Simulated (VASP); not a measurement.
Wanted: the native input for a VASP 6.6.1 run.

| Item | Value |
| --- | --- |
| Task | single point |
| Functional | PBE |
| Potentials or basis | VASP PAW PBE potentials, release 64 (Mo_sv, Se) |
| Cutoff | 520 eV |
| k mesh | 14 × 14 × 7 |
| Occupations | gaussian, width 0.1 eV |
| Spin | collinear spin |
| Starting moments | [2.0, -2.0, 0.0, 0.0] μB |
| Dipole correction | no |
| Further INCAR settings | ALGO = Normal; EDIFF = 1e-07; NBANDS = 32 |

The structure of MoSe lies in POSCAR:

```
MoSe
1.0
    0.0000000000      2.4821826423      2.4821826423
    4.9643652846      2.4821826423      2.4821826423
    4.9643652846      4.9643652846      0.0000000000
Mo Se
2 2
Direct
    1.0000000000      0.0000000000      0.0000000000
    1.0000000000      0.0000000000      0.5000000000
    0.5000000000      0.5000000000      0.0000000000
    0.5000000000      0.5000000000      0.5000000000
```

One way to write it, as run:

INCAR

```
SYSTEM = MoSe
PREC     = Accurate       ! precision mode
ENCUT    = 520            ! plane-wave cutoff, eV
EDIFF    = 1E-7           ! SCF threshold, eV
ISMEAR   = 0              ! smearing method
SIGMA    = 0.1            ! smearing width, eV
LREAL    = .FALSE.        ! projectors in reciprocal space
LASPH    = .TRUE.         ! aspherical terms in the spheres
NELM     = 150            ! most SCF steps
ALGO     = Normal         ! electronic algorithm
ISIF     = 2              ! what is computed and relaxed
LWAVE    = .FALSE.        ! write WAVECAR
LCHARG   = .FALSE.        ! write CHGCAR
ISPIN    = 2              ! spin polarisation
MAGMOM   = 2 -2 0 0       ! initial moments
LORBIT   = 11             ! projections on sites
LMAXMIX  = 4              ! l up to which the mixer works
GGA      = PE             ! functional
NBANDS   = 32             ! bands
```

KPOINTS

```
regular mesh
0
G
  14 14 7
  0 0 0
```

Potentials or basis: VASP PAW PBE potentials, release 64 (Mo_sv, Se).

The run is started by

```console
$ cat potpaw_PBE.64/Mo_sv/POTCAR potpaw_PBE.64/Se/POTCAR > POTCAR
$ mpirun -np 1 vasp_std > vasp.out
```

It gave:

```json
{
  "Pressure": "30.5 GPa",
  "Band gap on the k mesh": "zero (filled and empty bands overlap)",
  "Net moment": "0.00 μB per cell",
  "Valence electrons inside the program's atomic spheres": "Mo 12.66; Se 4.09"
}
```

Caveat: the cell stands under pressure.

Wall time 15 min on 1 thread of AMD EPYC 9R45 96-Core Processor (Zen 5), on a shared host, peak memory 0.55 GiB.
